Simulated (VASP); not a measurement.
Input of a VASP 6.6.1 run:

File INCAR:

```
SYSTEM = Mg4Si
PREC = Accurate
ENCUT = 520
EDIFF = 1E-6
ISMEAR = 0
SIGMA = 0.1
LREAL = .FALSE.
LASPH = .TRUE.
NELM = 80
ALGO = Normal
ISIF = 2
LWAVE = .FALSE.
LCHARG = .FALSE.
LDIPOL = .TRUE.
IDIPOL = 3
DIPOL = 0.5 0.5 0.394
GGA = PE
NBANDS = 14
```

Contents of KPOINTS:

```
Automatic mesh
0
G
  9 9 1
  0 0 0
```

File POSCAR:

```
Mg4Si
1.0
    3.2100692859      0.0000000000      0.0000000000
   -1.6050346429      2.7800015495      0.0000000000
    0.0000000000      0.0000000000     23.2147784313
Mg Si
4 1
Direct
    0.6666666667      0.3333333333      0.1723040352
    0.3333333333      0.6666666667      0.2829644272
    0.6666666667      0.3333333333      0.3920793237
    0.3333333333      0.6666666667      0.5046258988
    0.3333333333      0.8333333333      0.6175863138
```

Potentials or basis: VASP PAW PBE potentials, release 64 (Mg, Si).

Launch:

```console
$ cat potpaw_PBE.64/Mg/POTCAR potpaw_PBE.64/Si/POTCAR > POTCAR
$ mpirun -np 1 vasp_std > vasp.out
```

(1) Predict the band gap on the k mesh.

(2) Estimate the largest force.

Results:

(1) 0.02 eV (least direct gap 0.09 eV).

(2) 0.230 eV/Å.

Caveat: semilocal functionals underestimate gaps, and a narrow one can read as zero.
